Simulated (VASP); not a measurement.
# BaTiO3 (Pm-3m) in VASP: notebook

The runs below take BaTiO3 through single point, relaxation of cell and atoms, with PBE.

Program: VASP 6.6.1. These are calculated values, not measurements. Logs are shortened: lines on timing, memory, paths and dates and some standing lists are left out, and cuts for length are marked.

### Step 1. The cell of the first run

It takes space group Pm-3m (No. 221, cubic). The conventional cell has a = 4.011 Å, b = 4.011 Å, c = 4.011 Å, α = 90.00°, β = 90.00°, γ = 90.00°. Within 3.7 Å of Ba (site symmetry m-3m) lie 12 O at 2.84 Å and 8 Ti at 3.47 Å. Within 2.7 Å of Ti (site symmetry m-3m) lie 6 O at 2.01 Å. O (site symmetry 4/mmm) has 2 Ti at 2.01 Å within 2.7 Å.

### Step 2. Single point, PBE

INCAR reads:

```
SYSTEM = BaTiO3
  PREC = Accurate
  ENCUT = 520
  EDIFF = 1E-6
  ISMEAR = 0
  SIGMA = 0.02
  LREAL = .FALSE.
  LASPH = .TRUE.
  NELM = 80
  ALGO = Normal
  ISIF = 2
  LWAVE = .FALSE.
  LCHARG = .FALSE.
  GGA = PE
  NBANDS = 28
```

KPOINTS reads:

```
regular mesh
0
G
  8 8 8
  0 0 0
```

POSCAR reads:

```
BaTiO3
1.0
    4.0114149717      0.0000000000      0.0000000000
    0.0000000000      4.0114149717      0.0000000000
    0.0000000000      0.0000000000      4.0114149717
Ba Ti O
1 1 3
Direct
    0.5000000000      0.5000000000      0.5000000000
    0.0000000000      0.0000000000      0.0000000000
    0.5000000000      0.0000000000      0.0000000000
    0.0000000000      0.5000000000      0.0000000000
    0.0000000000      0.0000000000      0.5000000000
```

Potentials or basis: VASP PAW PBE potentials, release 64 (Ba_sv, Ti_sv, O).

Command:

```
cat potpaw_PBE.64/Ba_sv/POTCAR potpaw_PBE.64/Ti_sv/POTCAR potpaw_PBE.64/O/POTCAR > POTCAR
mpirun -np 1 vasp_std > vasp.out
```

OUTCAR:

```text
SYSTEM = BaTiO3
   PREC = Accurate
   ENCUT = 520
   EDIFF = 1E-6
   ISMEAR = 0
   LREAL = .FALSE.
   LASPH = .TRUE.
   NELM = 80
   ISIF = 2
   GGA = PE

 ion  position               nearest neighbor table
   1  0.500  0.500  0.500-   3 2.84   4 2.84   5 2.84   3 2.84   4 2.84   3 2.84   5 2.84   3 2.84
                             4 2.84   5 2.84   4 2.84   5 2.84   2 3.47   2 3.47   2 3.47   2 3.47
   2  0.000  0.000  0.000-   3 2.01   4 2.01   5 2.01   5 2.01   4 2.01   3 2.01   1 3.47   1 3.47
                             1 3.47   1 3.47   1 3.47   1 3.47   1 3.47   1 3.47
   3  0.500  0.000  0.000-   2 2.01   2 2.01   1 2.84   1 2.84   1 2.84   1 2.84
   4  0.000  0.500  0.000-   2 2.01   2 2.01   1 2.84   1 2.84   1 2.84   1 2.84
   5  0.000  0.000  0.500-   2 2.01   2 2.01   1 2.84   1 2.84   1 2.84   1 2.84

  LATTYP: Found a simple cubic cell.
 ALAT       =     4.0114149717

  Lattice vectors:

 A1 = (   4.0114149717,   0.0000000000,   0.0000000000)
 A2 = (   0.0000000000,   4.0114149717,   0.0000000000)
 A3 = (   0.0000000000,   0.0000000000,   4.0114149717)

Analysis of symmetry for initial positions (statically):
=====================================================================
 Subroutine PRICEL returns:
 Original cell was already a primitive cell.

 Routine SETGRP: Setting up the symmetry group for a
 simple cubic supercell.

 Subroutine GETGRP returns: Found 48 space group operations
 (whereof 48 operations were pure point group operations)
 out of a pool of 48 trial point group operations.

The static configuration has the point symmetry O_h .

Analysis of symmetry for dynamics (positions and initial velocities):
=====================================================================
 Subroutine PRICEL returns:
 Original cell was already a primitive cell.

 Routine SETGRP: Setting up the symmetry group for a
 simple cubic supercell.

 Subroutine GETGRP returns: Found 48 space group operations
 (whereof 48 operations were pure point group operations)
 out of a pool of 48 trial point group operations.

The dynamic configuration has the point symmetry O_h .

 Subroutine INISYM returns: Found 48 space group operations
 (whereof 48 operations are pure point group operations),
 and found     1 'primitive' translations

----------------------------------------------------------------------------------------

[... 99 lines left out ...]
   LREAL  =      F    real-space projection
   EDIFFG = 0.1E-04   stopping-criterion for IOM
   NSW    =      0    number of steps for IOM
   IBRION =     -1    ionic relax: 0-MD 1-quasi-New 2-CG
   NFREE  =      0    steps in history (QN), initial steepest desc. (CG)
   ISIF   =      2    stress and relaxation
   ISYM   =      2    0-nonsym 1-usesym 2-fastsym
   POTIM  = 0.5000    time-step for ionic-motion
   TEBEG  =    0.0;   TEEND  =   0.0 temperature during run
   PSTRESS=    0.0 pullay stress
   NELECT =      40.0000    total number of electrons
   NUPDOWN=      -1.0000    fix difference up-down
   EMIN   =  10.00;   EMAX   =-10.00  energy-range for DOS
   EFERMI =   0.00;   METHOD = LEGACY
   ISMEAR =     0;   SIGMA  =   0.02  broadening in eV -4-tet -1-fermi 0-gaus
   EFERMI_NEDOS =   21; number of points for ismear=-14 and -15
   IALGO  =     38    algorithm
   IMIX   =      4    mixing-type and parameters
     AMIX     =   0.40;   BMIX     =  1.00
     AMIX_MAG =   1.60;   BMIX_MAG =  1.00
  volume/ion in A,a.u.               =      12.91        87.12
  Fermi-wavevector in a.u.,A,eV,Ry     =   1.395717  2.637522 26.504486  1.948025
  Thomas-Fermi vector in A             =   2.519141
   LORBIT       =      0    0 simple, 1 ext, 2 COOP (PROOUT), +10 PAW based schemes
   GGA     = PE    functional components
   LHFCALC =     F    Hartree Fock is set to
   AEXX    =    0.0000 exact exchange contribution
   IVDW    =     0    specifies the selected vdW correction
   LEPSILON=     F    determine dielectric tensor
   LRPA    =     F    only Hartree local field effects (RPA)
 non-spin polarized calculation
 Gauss-broadening in eV      SIGMA  =   0.02
  energy-cutoff  :      520.00
  volume of cell :       64.55
 maximum number of plane-waves:      1763
 NGX is ok and might be reduce to    30
   NGX = 15   NGY = 15   NGZ = 15

 number of electron      39.9999976 magnetization

 Free energy of the ion-electron system (eV)
  ---------------------------------------------------
  ext. energy  EPLUGINS =         0.00000000
  ---------------------------------------------------
  free energy    TOTEN  =       -39.97605966 eV

  energy without entropy =      -39.97605966  energy(sigma->0) =      -39.97605966

 E-fermi :   3.8864     XC(G=0): -11.2250

 val. band max:        3.7827234605   @ k =   0.5000   0.5000   0.5000
 cond. band min:       5.5141392212   @ k =   0.0000   0.0000   0.0000
 fundamental gap:      1.7314157607
 Fermi energy:         3.8864468559

 k-point     1 :       0.0000    0.0000    0.0000
  band No.  band energies     occupation
      1     -52.8834      2.00000
      2     -29.0908      2.00000
      3     -29.0908      2.00000
      4     -29.0908      2.00000
      5     -21.0466      2.00000
      6     -13.0951      2.00000
[... 733 lines left out ...]
     27      11.9445      0.00000
     28      12.7463      0.00000

 [... further k-points ...]

------------------------ aborting loop because EDIFF is reached ----------------------------------------

  FORCE on cell =-STRESS in cart. coord.  units (eV):
  Direction    XX          YY          ZZ          XY          YZ          ZX
  --------------------------------------------------------------------------------------
  -------------------------------------------------------------------------------------
  Total        1.0922906      1.0922906      1.0922906     -0.0000000      0.0000000     -0.0000000
  in kB       27.1116528     27.1116528     27.1116528     -0.0000000      0.0000000     -0.0000000
  external PRESSURE =      27.1116528 kB  Pullay stress =       0.0000000 kB

 VOLUME and BASIS-vectors are now :
 -----------------------------------------------------------------------------
  energy-cutoff  :      520.00
  volume of cell :       64.55
      direct lattice vectors                 reciprocal lattice vectors
     4.011414972  0.000000000  0.000000000     0.249288594  0.000000000  0.000000000
     0.000000000  4.011414972  0.000000000     0.000000000  0.249288594  0.000000000
     0.000000000  0.000000000  4.011414972     0.000000000  0.000000000  0.249288594

 POSITION                                       TOTAL-FORCE (eV/Angst)
 -----------------------------------------------------------------------------------
      2.00571      2.00571      2.00571         0.000000      0.000000      0.000000
      0.00000      0.00000      0.00000         0.000000      0.000000      0.000000
      2.00571      0.00000      0.00000         0.000000      0.000000      0.000000
      0.00000      2.00571      0.00000         0.000000      0.000000      0.000000
      0.00000      0.00000      2.00571         0.000000      0.000000      0.000000
 -----------------------------------------------------------------------------------
    total drift:                                0.000000     -0.000000      0.000000

  FREE ENERGIE OF THE ION-ELECTRON SYSTEM (eV)
  ---------------------------------------------------
  free  energy   TOTEN  =       -39.9760596580 eV

  energy  without entropy=      -39.9760596580  energy(sigma->0) =      -39.97605966
```

OSZICAR:

```text
N       E                     dE             d eps       ncg     rms          rms(c)
DAV:   1     0.418481226074E+03    0.41848E+03   -0.20427E+04  1960   0.151E+03
DAV:   2    -0.719132145971E+01   -0.42567E+03   -0.40526E+03  2236   0.411E+02
DAV:   3    -0.489387113734E+02   -0.41747E+02   -0.41306E+02  2304   0.132E+02
DAV:   4    -0.509822514401E+02   -0.20435E+01   -0.20396E+01  3088   0.264E+01
DAV:   5    -0.510167752381E+02   -0.34524E-01   -0.34509E-01  2424   0.326E+00    0.227E+01
DAV:   6    -0.401675355321E+02    0.10849E+02   -0.57839E+01  2720   0.657E+01    0.979E+00
DAV:   7    -0.401373768065E+02    0.30159E-01   -0.99603E+00  2576   0.227E+01    0.653E+00
DAV:   8    -0.399691673953E+02    0.16821E+00   -0.64927E-01  2428   0.700E+00    0.340E+00
DAV:   9    -0.400031970924E+02   -0.34030E-01   -0.33456E-01  2720   0.486E+00    0.153E+00
DAV:  10    -0.399791332662E+02    0.24064E-01   -0.14258E-01  2252   0.391E+00    0.491E-01
DAV:  11    -0.399761347271E+02    0.29985E-02   -0.15858E-02  2444   0.776E-01    0.157E-01
DAV:  12    -0.399764286867E+02   -0.29396E-03   -0.27426E-03  2576   0.488E-01    0.159E-01
DAV:  13    -0.399760577884E+02    0.37090E-03   -0.99588E-04  2620   0.324E-01    0.259E-02
DAV:  14    -0.399760592247E+02   -0.14364E-05   -0.36528E-05  2524   0.411E-02    0.928E-03
DAV:  15    -0.399760610463E+02   -0.18216E-05   -0.60133E-06  2096   0.218E-02    0.106E-02
DAV:  16    -0.399760596130E+02    0.14333E-05   -0.64034E-06  2048   0.262E-02    0.161E-03
DAV:  17    -0.399760596580E+02   -0.44978E-07   -0.21544E-07  1308   0.339E-03
   1 F= -.39976060E+02 E0= -.39976060E+02  d E =-.138011E-15
```

stdout:

```text
POSCAR found type information on POSCAR BaTiO
 POSCAR found :  3 types and       5 ions
 scaLAPACK will be used
 LDA part: xc-table for (Slater+PW92), standard interpolation
 POSCAR, INCAR and KPOINTS ok, starting setup
 FFT: planning ... GRIDC
 FFT: planning ... GRID_SOFT
 FFT: planning ... GRID
 WAVECAR not read
 entering main loop
```

Wall time 61 s (1 thread of Intel Xeon 6975P-C, shared host); peak memory 0.21 GiB.

Results:

```
Free energy            : -39.9761 eV
Pressure               : 2.7 GPa
Band gap on the k mesh : 1.73 eV, indirect (least direct gap 1.88 eV)
```

Levels at points of the mesh, in eV from the valence-band top:
| k point | band 17 | band 18 | band 19 | band 20 | band 21 | band 22 | band 23 | band 24 |
| --- | --- | --- | --- | --- | --- | --- | --- | --- |
| (0.00, 0.00, 0.00) | -1.08 | -0.15 | -0.15 | -0.15 | 1.73 | 1.73 | 1.73 | 3.86 |
| (0.50, 0.00, 0.00) | -1.82 | -1.82 | -0.72 | -0.72 | 1.89 | 3.45 | 3.45 | 3.86 |
| (0.50, 0.50, 0.00) | -1.72 | -0.88 | -0.88 | -0.09 | 3.46 | 3.46 | 3.87 | 4.70 |
| (0.50, 0.50, 0.50) | -2.41 | 0.00 | 0.00 | 0.00 | 4.12 | 4.12 | 4.12 | 6.69 |

Caveat: spin-orbit coupling is left out, which moves the levels of the heavy elements. A k mesh can miss the band edges.

### Step 3. Single point, PBE

INCAR reads:

```
PREC     = Accurate       # precision mode
ENCUT    = 520            # plane-wave cutoff, eV
EDIFF    = 1E-7           # SCF threshold, eV
ISMEAR   = 0              # smearing method
SIGMA    = 0.02           # smearing width, eV
LREAL    = F              # projectors in reciprocal space
LASPH    = T              # aspherical terms in the spheres
NELM     = 80             # most SCF steps
ALGO     = Normal         # electronic algorithm
ISIF     = 2              # what is computed and relaxed
LWAVE    = F              # write WAVECAR
LCHARG   = F              # write CHGCAR
GGA      = PE             # functional
NBANDS   = 28             # bands
```

KPOINTS reads:

```
Automatic mesh
0
Gamma
  8 8 8
```

POSCAR is that of step 2.

Potentials or basis: VASP PAW PBE potentials, release 64 (Ba_sv, Ti_sv, O).

Command:

```
cat potpaw_PBE.64/Ba_sv/POTCAR potpaw_PBE.64/Ti_sv/POTCAR potpaw_PBE.64/O/POTCAR > POTCAR
mpirun -np 1 vasp_std > vasp.out
```

Run time: 54 s. Hardware: 1 thread of Intel Xeon 6975P-C, shared host; peak memory 0.21 GiB.

The run converged. Its results:

```
Free energy            : -39.9761 eV
Pressure               : 2.7 GPa
Band gap on the k mesh : 1.73 eV, indirect (least direct gap 1.88 eV)
```

Levels at points of the mesh, in eV from the valence-band top:
| k point | band 16 | band 17 | band 18 | band 19 | band 20 | band 21 | band 22 | band 23 | band 24 | band 25 |
| --- | --- | --- | --- | --- | --- | --- | --- | --- | --- | --- |
| (0.00, 0.00, 0.00) | -1.08 | -1.08 | -0.15 | -0.15 | -0.15 | 1.73 | 1.73 | 1.73 | 3.86 | 3.86 |
| (0.50, 0.00, 0.00) | -1.90 | -1.82 | -1.82 | -0.71 | -0.71 | 1.89 | 3.45 | 3.45 | 3.86 | 5.86 |
| (0.50, 0.50, 0.00) | -2.67 | -1.72 | -0.87 | -0.87 | -0.09 | 3.46 | 3.46 | 3.87 | 4.70 | 7.60 |
| (0.50, 0.50, 0.50) | -2.41 | -2.41 | 0.00 | 0.00 | 0.00 | 4.12 | 4.12 | 4.12 | 6.69 | 6.69 |

Caveat: spin-orbit coupling is left out, which moves the levels of the heavy elements. PBE gaps usually lie below the measured ones, often by a third to a half.

### Step 4. Single point, PBE

This run uses another cell than the first one, of 13.06 Å³/atom, 1.012 times its volume.

INCAR reads:

```
SYSTEM = BaTiO3
  PREC = Accurate
  ENCUT = 520
  EDIFF = 1E-7
  ISMEAR = 0
  SIGMA = 0.02
  LREAL = .False.
  LASPH = .True.
  NELM = 60
  ALGO = Normal
  ISIF = 2
  LWAVE = .False.
  LCHARG = .False.
  GGA = PE
  NBANDS = 28
```

KPOINTS reads:

```
Automatic mesh
0
Gamma
  8 8 8
  0 0 0
```

Edit POSCAR of step 3 so:

```diff
@@ -2,5 +2,5 @@
 1.0
-    4.0114149717      0.0000000000      0.0000000000
-    0.0000000000      4.0114149717      0.0000000000
-    0.0000000000      0.0000000000      4.0114149717
+    4.0274131193      0.0000000000      0.0000000000
+    0.0000000000      4.0274131193      0.0000000000
+    0.0000000000      0.0000000000      4.0274131193
 Ba Ti O
```

Command:

```
cat potpaw_PBE.64/Ba_sv/POTCAR potpaw_PBE.64/Ti_sv/POTCAR potpaw_PBE.64/O/POTCAR > POTCAR
mpirun -np 1 vasp_std > vasp.out
```

Wall time 56 s (1 thread of Intel Xeon 6975P-C, shared host); peak memory 0.21 GiB.

It converged, with:

```
Free energy            : -39.9851 eV
Pressure               : 0.7 GPa
Band gap on the k mesh : 1.71 eV, indirect (least direct gap 1.87 eV)
```

Levels at points of the mesh, in eV from the valence-band top:
```
           k point  band 17  band 18  band 19  band 20  band 21  band 22  band 23  band 24
(0.00, 0.00, 0.00)    -1.06    -0.16    -0.16    -0.16     1.71     1.71     1.71     3.78
(0.50, 0.00, 0.00)    -1.81    -1.81    -0.71    -0.71     1.86     3.39     3.39     3.78
(0.50, 0.50, 0.00)    -1.73    -0.88    -0.88    -0.09     3.40     3.40     3.80     4.60
(0.50, 0.50, 0.50)    -2.41     0.00     0.00     0.00     4.04     4.04     4.04     6.64
```

Caveat: spin-orbit coupling is left out, which moves the levels of the heavy elements.

(Part 1 of 2 ends here.)
